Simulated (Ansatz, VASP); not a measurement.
One calculation of Lu, two programs

```
CELL_PARAMETERS angstrom
-1.94642 1.94642 1.94642
1.94642 -1.94642 1.94642
1.94642 1.94642 -1.94642
ATOMIC_POSITIONS crystal
Lu 0.00000 0.00000 0.00000
```

Alike in both runs: task relaxation of cell and atoms; functional PBE; k mesh 11 × 11 × 11; occupations fermi-dirac, width 0.1 eV; no spin polarisation.

```csv
,VASP,Ansatz
version,VASP 6.6.1,Ansatz 0.2.0
potentials or method,"VASP PAW PBE potentials, release 64 (Lu), cutoff 600 eV","plane waves (420 eV) with PAW, scalar-relativistic"
valence electrons in the cell,25,25
```

Ansatz gave:

```
relaxed volume (Å³/atom)                                     : 29.69
relaxed cell length with the largest relative difference (Å) : 3.379
```

**Question.** Estimate VASP's values.

**Answer.** Relaxed volume (Å³/atom): 29.76; relaxed cell length with the largest relative difference (Å): 3.381.

Neither program's run includes spin-orbit coupling.
